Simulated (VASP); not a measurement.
Write the native input for VASP 6.6.1 that does the following.

```
Task                   : single point
Functional             : PBE
Potentials or basis    : VASP PAW PBE potentials, release 64 (Al, N)
Cutoff                 : 600 eV
k mesh                 : 12 × 12 × 6
Occupations            : gaussian, width 0.02 eV
Spin                   : no spin polarisation
Dipole correction      : no
Further INCAR settings : ALGO = Normal; EDIFF = 1e-06; NBANDS = 16
```

The structure of AlN lies in POSCAR:

```
AlN
1.0
    3.1302352994      0.0000000000      0.0000000000
   -1.5651176497      2.7108632891      0.0000000000
    0.0000000000      0.0000000000      5.0178952398
Al N
2 2
Direct
    0.3333333333      0.6666666667     -0.0033061498
    0.6666666667      0.3333333333      0.4966938502
    0.3333333333      0.6666666667      0.3783061498
    0.6666666667      0.3333333333      0.8783061498
```

One way to write it, as run:

INCAR

```
SYSTEM = AlN
PREC = Accurate ; ENCUT = 600
EDIFF = 1E-6 ; ISMEAR = 0
SIGMA = 0.02 ; LREAL = .False.
LASPH = .True. ; NELM = 120
ALGO = Normal ; ISIF = 2
LWAVE = .False. ; LCHARG = .False.
GGA = PE ; NBANDS = 16
GGA_COMPAT = .False.
```

KPOINTS

```
regular mesh
0
Gamma
  12 12 6
  0 0 0
```

Potentials or basis: VASP PAW PBE potentials, release 64 (Al, N).

The run is started by

```bash
$ cat potpaw_PBE.64/Al/POTCAR potpaw_PBE.64/N/POTCAR > POTCAR
$ mpirun -np 1 vasp_std > vasp.out
```

It gave:

```yaml
Pressure: -0.4 GPa
Largest_force: 0.005 eV/Å
Band_gap_on_the_k_mesh: 4.04 eV, direct
```

Run time: 93 s on 1 thread of Intel Xeon 8259CL, with other jobs on the host, peak memory 0.2 GiB.
